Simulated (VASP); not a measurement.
# Ga2Te3O (P-3m1) in VASP: a series of runs

Ga2Te3O is run at these levels: PBE; tasks: single point.

All numbers are computed with VASP 6.6.1; they aren't measurements. Logs are shortened: lines on timing, memory, paths and dates and some standing lists are left out, and cuts for length are marked.

**1. The cell of the first run**

The structure is trigonal, space group P-3m1 (No. 164). Conventional cell: a = 3.903 Å, b = 3.903 Å, c = 10.156 Å, α = 90.00°, β = 90.00°, γ = 120.00°. Ga (site symmetry 3m) has 3 O at 2.47 Å and 3 Te at 2.95 Å and 3 Ga at 3.03 Å within 3.3 Å. Within 4.1 Å of Te (site symmetry -3m) lie 12 Te at 3.12 to 3.90 Å. Te (site symmetry 3m) has 3 Ga at 2.95 Å and 3 Te at 3.12 Å and 3 O at 3.69 Å within 3.9 Å. O (site symmetry -3m) has 6 Ga at 2.47 Å within 3.3 Å.

**2. Single point, PBE**

Contents of INCAR:

```
SYSTEM = Ga2Te3O
ALGO = Normal
EDIFF = 1E-7
ENCUT = 520
GGA = PE
ISIF = 2
ISMEAR = 0
LASPH = .TRUE.
LCHARG = .TRUE.
LELF = .TRUE.
LREAL = .FALSE.
LVHAR = .TRUE.
LWAVE = .FALSE.
NBANDS = 34
NELM = 100
PREC = Accurate
SIGMA = 0.1
```

Contents of KPOINTS:

```
k-points
0
G
  6 6 2
  0 0 0
```

Contents of POSCAR:

```
Ga2Te3O
1.0
    3.9030580907      0.0000000000      0.0000000000
   -1.9515290453      3.3801474590      0.0000000000
    0.0000000000      0.0000000000     10.1558267635
Ga Te O
2 3 1
Direct
    0.6666666667      0.3333333333      0.1000643571
    0.3333333333      0.6666666667      0.8999356429
    0.0000000000      0.0000000000      0.5000000000
    0.6666666667      0.3333333333      0.7123311734
    0.3333333333      0.6666666667      0.2876688266
    0.0000000000      0.0000000000      0.0000000000
```

Potentials or basis: VASP PAW PBE potentials, release 64 (Ga_d, Te, O).

The run is started by

```bash
> cat potpaw_PBE.64/Ga_d/POTCAR potpaw_PBE.64/Te/POTCAR potpaw_PBE.64/O/POTCAR > POTCAR
> mpirun -np 1 vasp_std > vasp.out
```

OUTCAR:

```text
SYSTEM = Ga2Te3O
   EDIFF = 1E-7
   ENCUT = 520
   GGA = PE
   ISIF = 2
   ISMEAR = 0
   LASPH = .TRUE.
   LREAL = .FALSE.
   NELM = 100
   PREC = Accurate

 ion  position               nearest neighbor table
   1  0.667  0.333  0.100-   5 2.95   5 2.95   5 2.95
   2  0.333  0.667  0.900-   4 2.95   4 2.95   4 2.95
   3  0.000  0.000  0.500-   4 3.12   5 3.12   5 3.12   4 3.12   4 3.12   5 3.12
   4  0.667  0.333  0.712-   2 2.95   2 2.95   2 2.95   3 3.12   3 3.12   3 3.12
   5  0.333  0.667  0.288-   1 2.95   1 2.95   1 2.95   3 3.12   3 3.12   3 3.12
   6  0.000  0.000  0.000-

  LATTYP: Found a hexagonal cell.
 ALAT       =     3.9030580907
 C/A-ratio  =     2.6020178351

  Lattice vectors:

 A1 = (   3.9030580907,   0.0000000000,   0.0000000000)
 A2 = (  -1.9515290453,   3.3801474590,   0.0000000000)
 A3 = (   0.0000000000,   0.0000000000,  10.1558267635)

Analysis of symmetry for initial positions (statically):
=====================================================================
 Subroutine PRICEL returns:
 Original cell was already a primitive cell.

 Routine SETGRP: Setting up the symmetry group for a
 hexagonal supercell.

 Subroutine GETGRP returns: Found 12 space group operations
 (whereof 12 operations were pure point group operations)
 out of a pool of 24 trial point group operations.

The static configuration has the point symmetry D_3d.

Analysis of symmetry for dynamics (positions and initial velocities):
=====================================================================
 Subroutine PRICEL returns:
 Original cell was already a primitive cell.

 Routine SETGRP: Setting up the symmetry group for a
 hexagonal supercell.

 Subroutine GETGRP returns: Found 12 space group operations
 (whereof 12 operations were pure point group operations)
 out of a pool of 24 trial point group operations.

The dynamic configuration has the point symmetry D_3d.

 Subroutine INISYM returns: Found 12 space group operations
 (whereof 12 operations are pure point group operations),
 and found     1 'primitive' translations

----------------------------------------------------------------------------------------

                                     Primitive cell

  volume of cell :     133.9849

  direct lattice vectors                    reciprocal lattice vectors
     3.903058091  0.000000000  0.000000000     0.256209356  0.147922541  0.000000000
    -1.951529045  3.380147459  0.000000000     0.000000000  0.295845081  0.000000000
     0.000000000  0.000000000 10.155826764     0.000000000  0.000000000  0.098465642

  length of vectors
     3.903058091  3.903058091 10.155826764     0.295845081  0.295845081  0.098465642

  position of ions in fractional coordinates (direct lattice)
     0.666666667  0.333333333  0.100064357
     0.333333333  0.666666667  0.899935643
     0.000000000  0.000000000  0.500000000
     0.666666667  0.333333333  0.712331173
     0.333333333  0.666666667  0.287668827
     0.000000000  0.000000000  0.000000000

  ion indices of the primitive-cell ions
   primitive index   ion index
                 1           1
                 2           2
                 3           3
                 4           4
                 5           5
                 6           6

----------------------------------------------------------------------------------------

 KPOINTS: k-points

Automatic generation of k-mesh.
 Grid dimensions read from file:
 generate k-points for:    6    6    2

 Generating k-lattice:

  Cartesian coordinates                     Fractional coordinates (reciprocal lattice)
     0.042701559  0.024653757  0.000000000     0.166666667  0.000000000  0.000000000
     0.000000000  0.049307514  0.000000000     0.000000000  0.166666667  0.000000000
     0.000000000  0.000000000  0.049232821     0.000000000  0.000000000  0.500000000

  Length of vectors
     0.049307514  0.049307514  0.049232821

  Shift w.r.t. Gamma in fractional coordinates (k-lattice)
     0.000000000  0.000000000  0.000000000

 Subroutine IBZKPT returns following result:
 ===========================================

 Found     14 irreducible k-points:

 Following reciprocal coordinates:
            Coordinates               Weight
  0.000000  0.000000  0.000000      1.000000
  0.166667  0.000000  0.000000      6.000000
  0.333333 -0.000000  0.000000      6.000000
  0.500000 -0.000000  0.000000      3.000000
  0.166667  0.166667  0.000000      6.000000
  0.333333  0.166667  0.000000     12.000000
  0.333333  0.333333  0.000000      2.000000
  0.000000  0.000000  0.500000      1.000000
  0.166667  0.000000  0.500000      6.000000
  0.333333 -0.000000  0.500000      6.000000
  0.500000 -0.000000  0.500000      3.000000
  0.166667  0.166667  0.500000      6.000000
  0.333333  0.166667  0.500000     12.000000
  0.333333  0.333333  0.500000      2.000000
   k-points           NKPTS =     14   k-points in BZ     NKDIM =     14   number of bands    NBANDS=     34
   number of dos      NEDOS =    301   number of ions     NIONS =      6
   total plane-waves  NPLWV =  72000
   dimension x,y,z NGX =    30 NGY =   30 NGZ =   80
   dimension x,y,z NGXF=    60 NGYF=   60 NGZF=  160
   ions per type =               2   3   1
   NGX,Y,Z   is equivalent  to a cutoff of  12.78, 12.78, 13.10 a.u.
   NGXF,Y,Z  is equivalent  to a cutoff of  25.56, 25.56, 26.19 a.u.
 SYSTEM =  Ga2Te3O
   PREC   = accura    normal or accurate (medium, high low for compatibility)
   ISTART =      0    job   : 0-new  1-cont  2-samecut
   ICHARG =      2    charge: 1-file 2-atom 10-const
   ISPIN  =      1    spin polarized calculation?
   LNONCOLLINEAR =      F non collinear calculations
   LSORBIT =      F    spin-orbit coupling
   LASPH  =      T    aspherical Exc in radial PAW
   ENCUT  =  520.0 eV  38.22 Ry    6.18 a.u.   7.26  7.26 18.88*2*pi/ulx,y,z
   NELM   =    100;   NELMIN=  2; NELMDL= -5     # of ELM steps
   EDIFF  = 0.1E-06   stopping-criterion for ELM
   LREAL  =      F    real-space projection
   EDIFFG = 0.1E-05   stopping-criterion for IOM
   NSW    =      0    number of steps for IOM
   IBRION =     -1    ionic relax: 0-MD 1-quasi-New 2-CG
   NFREE  =      0    steps in history (QN), initial steepest desc. (CG)
   ISIF   =      2    stress and relaxation
   ISYM   =      2    0-nonsym 1-usesym 2-fastsym
   POTIM  = 0.5000    time-step for ionic-motion
   TEBEG  =    0.0;   TEEND  =   0.0 temperature during run
   PSTRESS=    0.0 pullay stress
   NELECT =      50.0000    total number of electrons
   NUPDOWN=      -1.0000    fix difference up-down
   EMIN   =  10.00;   EMAX   =-10.00  energy-range for DOS
   EFERMI =   0.00;   METHOD = LEGACY
   ISMEAR =     0;   SIGMA  =   0.10  broadening in eV -4-tet -1-fermi 0-gaus
   EFERMI_NEDOS =   21; number of points for ismear=-14 and -15
   IALGO  =     38    algorithm
   IMIX   =      4    mixing-type and parameters
     AMIX     =   0.40;   BMIX     =  1.00
     AMIX_MAG =   1.60;   BMIX_MAG =  1.00
  volume/ion in A,a.u.               =      22.33       150.70
  Fermi-wavevector in a.u.,A,eV,Ry     =   1.178635  2.227298 18.900964  1.389182
  Thomas-Fermi vector in A             =   2.314961
   LORBIT       =      0    0 simple, 1 ext, 2 COOP (PROOUT), +10 PAW based schemes
   GGA     = PE    functional components
   LHFCALC =     F    Hartree Fock is set to
   AEXX    =    0.0000 exact exchange contribution
   IVDW    =     0    specifies the selected vdW correction
   LEPSILON=     F    determine dielectric tensor
   LRPA    =     F    only Hartree local field effects (RPA)
 non-spin polarized calculation
 Gauss-broadening in eV      SIGMA  =   0.10
  energy-cutoff  :      520.00
  volume of cell :      133.98
 maximum number of plane-waves:      3650
 NGX is ok and might be reduce to    30
   NGX = 15   NGY = 15   NGZ = 37

 number of electron      50.0000030 magnetization

 Free energy of the ion-electron system (eV)
  ---------------------------------------------------
  ext. energy  EPLUGINS =         0.00000000
  ---------------------------------------------------
  free energy    TOTEN  =       -21.00052364 eV

  energy without entropy =      -20.99855212  energy(sigma->0) =      -20.99953788

 E-fermi :   6.6743     XC(G=0): -10.2361

 val. band max:        6.5190217275   @ k =   0.3333   0.1667   0.0000
 cond. band min:       6.8104903534   @ k =   0.1667   0.1667   0.5000
 fundamental gap:      0.2914686258
 Fermi energy:         6.6742652127

 k-point     1 :       0.0000    0.0000    0.0000
  band No.  band energies     occupation
      1     -11.0496      2.00000
      2      -8.1929      2.00000
      3      -8.1929      2.00000
      4      -8.1792      2.00000
      5      -8.1739      2.00000
      6      -8.1739      2.00000
[... 26 lines left out ...]
     33      11.9873      0.00000
     34      12.7566      0.00000

 k-point     2 :       0.1667    0.0000    0.0000
  band No.  band energies     occupation
      1     -11.0080      2.00000
      2      -8.1957      2.00000
      3      -8.1954      2.00000
      4      -8.1698      2.00000
      5      -8.1606      2.00000
      6      -8.1483      2.00000
[... 26 lines left out ...]
     33      12.4482      0.00000
     34      12.4714      0.00000

 k-point     3 :       0.3333   -0.0000    0.0000
  band No.  band energies     occupation
      1     -10.9273      2.00000
      2      -8.1993      2.00000
      3      -8.1881      2.00000
      4      -8.1468      2.00000
      5      -8.1323      2.00000
      6      -8.1189      2.00000
[... 26 lines left out ...]
     33      11.9888      0.00000
     34      12.1325      0.00000
[... 334 lines left out ...]
 k-point    13 :       0.3333    0.1667    0.5000
  band No.  band energies     occupation
      1     -10.8892      2.00000
      2      -8.1966      2.00000
      3      -8.1793      2.00000
      4      -8.1562      2.00000
      5      -8.1358      2.00000
      6      -8.1289      2.00000
[... 26 lines left out ...]
     33      12.3752      0.00000
     34      12.6568      0.00000

 k-point    14 :       0.3333    0.3333    0.5000
  band No.  band energies     occupation
      1     -10.8711      2.00000
      2      -8.1853      2.00000
      3      -8.1698      2.00000
      4      -8.1698      2.00000
      5      -8.1477      2.00000
      6      -8.1477      2.00000
[... 26 lines left out ...]
     33      13.8057      0.00000
     34      13.8057      0.00000

------------------------ aborting loop because EDIFF is reached ----------------------------------------

  FORCE on cell =-STRESS in cart. coord.  units (eV):
  Direction    XX          YY          ZZ          XY          YZ          ZX
  --------------------------------------------------------------------------------------
  -------------------------------------------------------------------------------------
  Total        0.0758619      0.0758619      0.0990767      0.0000000      0.0000000      0.0000000
  in kB        0.9071488      0.9071488      1.1847487      0.0000000      0.0000000      0.0000000
  external PRESSURE =       0.9996821 kB  Pullay stress =       0.0000000 kB

 VOLUME and BASIS-vectors are now :
 -----------------------------------------------------------------------------
  energy-cutoff  :      520.00
  volume of cell :      133.98
      direct lattice vectors                 reciprocal lattice vectors
     3.903058091  0.000000000  0.000000000     0.256209356  0.147922541  0.000000000
    -1.951529045  3.380147459  0.000000000     0.000000000  0.295845081  0.000000000
     0.000000000  0.000000000 10.155826764     0.000000000  0.000000000  0.098465642

 POSITION                                       TOTAL-FORCE (eV/Angst)
 -----------------------------------------------------------------------------------
      1.95153      1.12672      1.01624         0.000000      0.000000      0.013492
     -0.00000      2.25343      9.13959         0.000000     -0.000000     -0.013492
      0.00000      0.00000      5.07791         0.000000      0.000000      0.000000
      1.95153      1.12672      7.23431        -0.000000      0.000000     -0.004039
     -0.00000      2.25343      2.92151        -0.000000     -0.000000      0.004039
      0.00000      0.00000      0.00000         0.000000      0.000000      0.000000
 -----------------------------------------------------------------------------------
    total drift:                                0.000000     -0.000000      0.000000

  FREE ENERGIE OF THE ION-ELECTRON SYSTEM (eV)
  ---------------------------------------------------
  free  energy   TOTEN  =       -21.0005236390 eV

  energy  without entropy=      -20.9985521187  energy(sigma->0) =      -20.99953788
```

Run time: 94 s. Hardware: 1 thread of Intel Xeon Platinum 8488C (Sapphire Rapids), shared host; peak memory 0.28 GiB.

What came out:

```
Free energy            : -21.0005 eV
Pressure               : 0.1 GPa
Largest force          : 0.013 eV/Å
Band gap on the k mesh : zero (band 25 reaches 7.30 eV, above the bottom of band 26 at 6.52 eV)
```

Forces in eV/Å, atoms in the order of the input:
```
Ga   0.000  0.000  0.013
Ga   0.000  0.000 -0.013
Te   0.000  0.000  0.000
Te   0.000  0.000 -0.004
Te   0.000  0.000  0.004
O    0.000  0.000  0.000
```

Caveat: spin-orbit coupling is left out, which moves the levels of the heavy elements.

**3. Single point, PBE**

This run uses another cell than the first one, of 27.97 Å³/atom, 1.252 times its volume.

Contents of INCAR:

```
SYSTEM = Ga2Te3O
PREC     = Accurate       ! precision mode
ENCUT    = 520            ! plane-wave cutoff, eV
EDIFF    = 1E-6           ! SCF threshold, eV
ISMEAR   = 0              ! smearing method
SIGMA    = 0.1            ! smearing width, eV
LREAL    = .False.        ! projectors in reciprocal space
LASPH    = .True.         ! aspherical terms in the spheres
NELM     = 100            ! most SCF steps
ALGO     = Normal         ! electronic algorithm
ISIF     = 2              ! what is computed and relaxed
LWAVE    = .False.        ! write WAVECAR
LCHARG   = .False.        ! write CHGCAR
GGA      = PE             ! functional
NBANDS   = 34             ! bands
```

Contents of KPOINTS:

```
Automatic mesh
0
Gamma
  6 6 2
  0 0 0
```

Contents of POSCAR:

```
Ga2Te3O
1.0
    4.9722091800      0.0000000000      0.0000000000
   -2.4861045900      4.3060594600      0.0000000000
    0.0000000000      0.0000000000      7.8378335800
Ga Te O
2 3 1
Direct
    0.6666666700      0.3333333300      0.2483411600
    0.3333333300      0.6666666700      0.7516588400
    0.0000000000      0.0000000000      0.5000000000
    0.6666666700      0.3333333300      0.6493157700
    0.3333333300      0.6666666700      0.3506842300
    0.0000000000      0.0000000000      0.0000000000
```

Potentials or basis: VASP PAW PBE potentials, release 64 (Ga_d, Te, O).

The run is started by

```bash
> cat potpaw_PBE.64/Ga_d/POTCAR potpaw_PBE.64/Te/POTCAR potpaw_PBE.64/O/POTCAR > POTCAR
> mpirun -np 1 vasp_std > vasp.out
```

It took 92 s on 1 thread of Intel Xeon Platinum 8488C (Sapphire Rapids), shared host; peak memory 0.32 GiB.

The run converged. Its results:

* Free energy: -17.0662 eV
* Pressure: 0.2 GPa
* Largest force: 1.391 eV/Å
* Band gap on the k mesh: zero (band 25 reaches 4.26 eV, above the bottom of band 26 at 3.70 eV)

Forces in eV/Å, atoms in the order of the input:
```
Ga   0.000  0.000 -0.862
Ga   0.000  0.000  0.862
Te   0.000  0.000  0.000
Te   0.000  0.000  1.391
Te   0.000  0.000 -1.391
O    0.000  0.000  0.000
```

Stress tensor (GPa, compression positive):
```
-0.03  0.00  0.00
 0.00 -0.03  0.00
 0.00  0.00  0.59
```

Levels at points of the mesh, in eV from the Fermi level:
```
           k point  band 21  band 22  band 23  band 24  band 25  band 26  band 27  band 28  band 29  band 30
(0.00, 0.00, 0.00)    -2.44    -1.26    -0.74    -0.74    -0.21    -0.18    -0.18     0.61     2.43     2.43
(0.50, 0.00, 0.00)    -1.76    -0.35    -0.21    -0.11     0.04     0.56     0.97     2.35     3.05     3.51
(0.00, 0.00, 0.50)    -2.51    -1.45    -0.78    -0.78    -0.25    -0.25     0.06     0.78     1.78     2.64
(0.50, 0.00, 0.50)    -1.73    -0.74    -0.14    -0.09     0.32     0.43     0.88     2.33     2.67     3.00
```

Caveat: the k points lie up to 0.40 Å⁻¹ apart; spin-orbit coupling is left out, which moves the levels of the heavy elements; forces of over 1 eV/Å act on the atoms, so gaps and moduli don't describe the material at rest.
